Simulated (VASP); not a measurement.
A run of VASP 6.6.1 is set up as follows.

INCAR

```
SYSTEM = TiCo
PREC = Accurate
ENCUT = 520
EDIFF = 1E-6
ISMEAR = 0
SIGMA = 0.05
LREAL = .FALSE.
LASPH = .TRUE.
NELM = 100
ALGO = Normal
ISIF = 2
LWAVE = .FALSE.
LCHARG = .TRUE.
GGA = PE
LELF = .TRUE.
LVHAR = .TRUE.
NBANDS = 18
```

KPOINTS

```
Automatic mesh
0
G
  16 16 16
  0 0 0
```

The input POSCAR:

```
TiCo
1.0
    3.0107488186      0.0000000000      0.0000000000
    0.0000000000      3.0107488186      0.0000000000
    0.0000000000      0.0000000000      3.0107488186
Ti Co
1 1
Direct
    0.0000000000      0.0000000000      0.0000000000
    0.5000000000      0.5000000000      0.5000000000
```

Potentials or basis: VASP PAW PBE potentials, release 64 (Ti_sv, Co).

Launch:

```bash
$ cat potpaw_PBE.64/Ti_sv/POTCAR potpaw_PBE.64/Co/POTCAR > POTCAR
$ mpirun -np 1 vasp_std > vasp.out
```

Question: Predict the pressure.

Answer: -6.7 GPa.

 Spin polarisation is off, so any magnetic state and its effect on volume and gap are missing.
